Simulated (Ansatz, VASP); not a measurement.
# One calculation of Ta, two programs

Contents of INCAR:

```
ALGO     = Normal         # electronic algorithm
EDIFF    = 1E-6           # SCF threshold, eV
ENCUT    = 520            # plane-wave cutoff, eV
GGA      = PE             # functional
ISIF     = 2              # what is computed and relaxed
ISMEAR   = 0              # smearing method
LASPH    = True           # aspherical terms in the spheres
LCHARG   = False          # write CHGCAR
LREAL    = False          # projectors in reciprocal space
LWAVE    = False          # write WAVECAR
NBANDS   = 12             # bands
NELM     = 60             # most SCF steps
PREC     = Accurate       # precision mode
SIGMA    = 0.15           # smearing width, eV
```

The input KPOINTS:

```
k-points
0
Gamma
  20 20 20
```

File POSCAR:

```
Ta
1.0
   -1.3860363547      1.3860363547      2.2360924511
    1.3860363547     -1.3860363547      2.2360924511
    1.3860363547      1.3860363547     -2.2360924511
Ta
1
Direct
    0.0000000000      0.0000000000      0.0000000000
```

Input for Ansatz:

```yaml
crystal:
  lattice:
    - [-1.3860363547, 1.3860363547, 2.2360924511]
    - [1.3860363547, -1.3860363547, 2.2360924511]
    - [1.3860363547, 1.3860363547, -2.2360924511]
  atoms:
    - { symbol: Ta, position: [0.0, 0.0, 0.0] }
basis:
  ecutwfc: 420
kpoints:
  mp_grid: { grid: [20, 20, 20] }
hamiltonian:
  xc: pbe
  pseudopotentials: { kind: paw, azcp: { folder: soft_1 } }
scf:
  occupations: { method: gaussian, width: 0.15 }
output:
  forces: true
  stress: true
  eigenvalues: true
```

Alike in both runs: task single point; functional PBE; k mesh 20 × 20 × 20; occupations gaussian, width 0.15 eV; no spin polarisation.

|  | VASP | Ansatz |
| --- | --- | --- |
| version | VASP 6.6.1 | Ansatz 0.2.0 |
| potentials or method | VASP PAW PBE potentials, release 64 (Ta_pv), cutoff 520 eV | scalar-relativistic, plane waves, PAW |
| valence electrons in the cell | 11 | 13 |

```csv
,VASP,Ansatz,Ansatz less VASP
gap on the k mesh at the Fermi level (eV),none,none,-
pressure (GPa),18.5,18.3,-0.19
"traceless stress, the component that is largest in VASP (GPa)",6.32,6.34,+0.018
```

A gap of «none» marks a metal or a gap that the smearing closes. VASP's potentials hold 11 valence electrons a cell and Ansatz's 13, so a difference there can come from the potentials and not from the codes.

Neither program's run includes spin-orbit coupling.
